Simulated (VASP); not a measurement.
# CuSb (Fm-3m) in VASP: further runs, part 2 of 2

VASP 6.6.1.

### Step 4. Single point, r2SCAN

Input file POSCAR:

```
CuSb
1.0
    0.0000000000      2.6912715293      2.6912715293
    2.6912715293      0.0000000000      2.6912715293
    2.6912715293      2.6912715293      0.0000000000
Cu Sb
1 1
Direct
    0.5000000000      0.5000000000      0.5000000000
    0.0000000000      0.0000000000      0.0000000000
```

Input file INCAR.step1:

```
PREC = Accurate ; ENCUT = 520
ISMEAR = 0 ; SIGMA = 0.05
LREAL = False ; LASPH = True
NELM = 60 ; NBANDS = 15
GGA = PE ; ALGO = Normal
EDIFF = 1E-4 ; LWAVE = True
LCHARG = False
```

Input file INCAR.step2:

```
PREC = Accurate ; ENCUT = 520
EDIFF = 1E-6 ; ISMEAR = 0
SIGMA = 0.05 ; LREAL = False
LASPH = True ; NELM = 60
ALGO = Normal ; ISIF = 2
LWAVE = False ; LCHARG = False
METAGGA = R2SCAN ; LMIXTAU = True
NBANDS = 15 ; ISTART = 1
```

Input file KPOINTS:

```
regular mesh
0
Gamma
  12 12 12
```

Potentials or basis: VASP PAW PBE potentials, release 64 (Cu, Sb).

The run is started by

```console
cat potpaw_PBE.64/Cu/POTCAR potpaw_PBE.64/Sb/POTCAR > POTCAR
cp INCAR.step1 INCAR
mpirun -np 1 vasp_std > vasp.out
cp INCAR.step2 INCAR
mpirun -np 1 vasp_std > vasp.out
```

OUTCAR:

```text
PREC = Accurate
   ENCUT = 520
   EDIFF = 1E-6
   ISMEAR = 0
   LREAL = False
   LASPH = True
   NELM = 60
   ISIF = 2
   METAGGA = R2SCAN
   ISTART = 1

 ion  position               nearest neighbor table
   1  0.500  0.500  0.500-   2 2.69   2 2.69   2 2.69   2 2.69   2 2.69   2 2.69
   2  0.000  0.000  0.000-   1 2.69   1 2.69   1 2.69   1 2.69   1 2.69   1 2.69

  LATTYP: Found a face centered cubic cell.
 ALAT       =     5.3825430586

  Lattice vectors:

 A1 = (   0.0000000000,   2.6912715293,   2.6912715293)
 A2 = (   2.6912715293,   0.0000000000,   2.6912715293)
 A3 = (   2.6912715293,   2.6912715293,   0.0000000000)

Analysis of symmetry for initial positions (statically):
=====================================================================
 Subroutine PRICEL returns:
 Original cell was already a primitive cell.

 Routine SETGRP: Setting up the symmetry group for a
 face centered cubic supercell.

 Subroutine GETGRP returns: Found 48 space group operations
 (whereof 48 operations were pure point group operations)
 out of a pool of 48 trial point group operations.

The static configuration has the point symmetry O_h .

Analysis of symmetry for dynamics (positions and initial velocities):
=====================================================================
 Subroutine PRICEL returns:
 Original cell was already a primitive cell.

 Routine SETGRP: Setting up the symmetry group for a
 face centered cubic supercell.

 Subroutine GETGRP returns: Found 48 space group operations
 (whereof 48 operations were pure point group operations)
 out of a pool of 48 trial point group operations.

The dynamic configuration has the point symmetry O_h .

 Subroutine INISYM returns: Found 48 space group operations
 (whereof 48 operations are pure point group operations),
 and found     1 'primitive' translations

----------------------------------------------------------------------------------------

                                     Primitive cell
[... 115 lines left out ...]
   LORBIT       =      0    0 simple, 1 ext, 2 COOP (PROOUT), +10 PAW based schemes
   METAGGA = R2SCAN    functional components
   LHFCALC =     F    Hartree Fock is set to
   AEXX    =    0.0000 exact exchange contribution
   IVDW    =     0    specifies the selected vdW correction
   LEPSILON=     F    determine dielectric tensor
   LRPA    =     F    only Hartree local field effects (RPA)
 non-spin polarized calculation
 Gauss-broadening in eV      SIGMA  =   0.05
  energy-cutoff  :      520.00
  volume of cell :       38.99
 maximum number of plane-waves:      1067
   NGX = 15   NGY = 15   NGZ = 15

 number of electron      15.9999992 magnetization

 Free energy of the ion-electron system (eV)
  ---------------------------------------------------
  ext. energy  EPLUGINS =         0.00000000
  ---------------------------------------------------
  free energy    TOTEN  =       -36.17421501 eV

  energy without entropy =      -36.17367615  energy(sigma->0) =      -36.17394558

 E-fermi :   7.8914     XC(G=0): -11.5605

 val. band max:        7.8801801591   @ k =   0.1667   0.0833   0.0000
 cond. band min:       7.9542586974   @ k =   0.5000   0.2500   0.0000
 fundamental gap:      0.0740785383
 Fermi energy:         7.8914276786

 k-point     1 :       0.0000    0.0000    0.0000
  band No.  band energies     occupation
      1      -4.6830      2.00000
      2       4.4704      2.00000
      3       4.4704      2.00000
      4       4.4704      2.00000
      5       4.5055      2.00000
      6       4.5055      2.00000
      7       9.6486      0.00000
      8       9.6486      0.00000
      9       9.6486      0.00000
     10      14.2056      0.00000
     11      16.6489      0.00000
     12      16.6489      0.00000
     13      16.6490      0.00000
     14      17.5939      0.00000
[... 401 lines left out ...]
      2       1.6718      2.00000
      3       3.7765      2.00000
      4       3.8966      2.00000
      5       4.7073      2.00000
      6       4.7313      2.00000
      7       4.9667      2.00000
      8       7.7950      1.99360
      9       9.4731      0.00000
     10      12.1257      0.00000
     11      14.8224      0.00000
     12      15.6482      0.00000
     13      18.7329      0.00000
     14      19.9128      0.00000
     15      20.7007      0.00000

 [... further k-points ...]
[... 5 lines left out ...]
  --------------------------------------------------------------------------------------
  -------------------------------------------------------------------------------------
  Total        0.0209549      0.0209549      0.0209549      0.0000000      0.0000000     -0.0000000
  in kB        0.8611804      0.8611804      0.8611804      0.0000000      0.0000000     -0.0000000
  external PRESSURE =       0.8611804 kB  Pullay stress =       0.0000000 kB

 VOLUME and BASIS-vectors are now :
 -----------------------------------------------------------------------------
  energy-cutoff  :      520.00
  volume of cell :       38.99
      direct lattice vectors                 reciprocal lattice vectors
     0.000000000  2.691271529  2.691271529    -0.185785787  0.185785787  0.185785787
     2.691271529  0.000000000  2.691271529     0.185785787 -0.185785787  0.185785787
     2.691271529  2.691271529  0.000000000     0.185785787  0.185785787 -0.185785787

 POSITION                                       TOTAL-FORCE (eV/Angst)
 -----------------------------------------------------------------------------------
      2.69127      2.69127      2.69127        -0.000000     -0.000000     -0.000000
      0.00000      0.00000      0.00000         0.000000      0.000000      0.000000
 -----------------------------------------------------------------------------------
    total drift:                                0.000000      0.000000      0.000000

  FREE ENERGIE OF THE ION-ELECTRON SYSTEM (eV)
  ---------------------------------------------------
  free  energy   TOTEN  =       -36.1742150052 eV

  energy  without entropy=      -36.1736761489  energy(sigma->0) =      -36.17394558
```

OUTCAR.step1:

```text
PREC = Accurate
   ENCUT = 520
   ISMEAR = 0
   LREAL = False
   LASPH = True
[... 653 lines left out ...]
      2.69127      2.69127      2.69127        -0.000000      0.000000      0.000000
      0.00000      0.00000      0.00000         0.000000     -0.000000     -0.000000
 -----------------------------------------------------------------------------------
    total drift:                                0.000000      0.000000      0.000000

  FREE ENERGIE OF THE ION-ELECTRON SYSTEM (eV)
  ---------------------------------------------------
  free  energy   TOTEN  =        -7.5657197024 eV

  energy  without entropy=       -7.5651746654  energy(sigma->0) =       -7.56544718
```

Run time: 1.9 min. Hardware: 1 thread of Intel Xeon Platinum 8488C (Sapphire Rapids), shared host; peak memory 0.19 GiB.

Results:

```
Free energy            : -36.1742 eV
Pressure               : 0.1 GPa
Band gap on the k mesh : zero (band 8 reaches 10.55 eV, above the bottom of band 9 at 5.38 eV)
```

Levels at points of the mesh, in eV from the Fermi level:
| k point | band 6 | band 7 | band 8 | band 9 | band 10 | band 11 |
| --- | --- | --- | --- | --- | --- | --- |
| (0.00, 0.00, 0.00) | -3.39 | 1.76 | 1.76 | 1.76 | 6.31 | 8.76 |
| (0.50, 0.00, 0.00) | -3.18 | -2.93 | 2.66 | 2.66 | 5.28 | 5.29 |
| (0.50, 0.50, 0.00) | -3.09 | -2.53 | -1.59 | -1.59 | 0.68 | 5.05 |

Caveat: the PAW data sets were made with another functional, which shifts forces and pressure a little; spin-orbit coupling is left out, which moves the levels of the heavy elements.

### Step 5. Overview

| smearing | gap on the mesh (eV) | pressure (GPa) |
| --- | --- | --- |
| tetrahedron | none | 0.1 |
| methfessel-paxton 0.01 eV | none | 0.1 |
| gaussian 0.05 eV | none | 0.1 |

Alike in all rows: task single point; level r2SCAN; potentials or basis VASP PAW PBE potentials, release 64 (Cu, Sb); no spin polarisation; cell as given; k mesh 12 × 12 × 12; cutoff (eV) 520.

Every run on the cell as given and a fine mesh finds a metal.

Caveats: the PAW data sets were made with another functional, which shifts forces and pressure a little; spin-orbit coupling is left out, which moves the levels of the heavy elements.

Absolute energies hang on the potentials; compare differences alone.
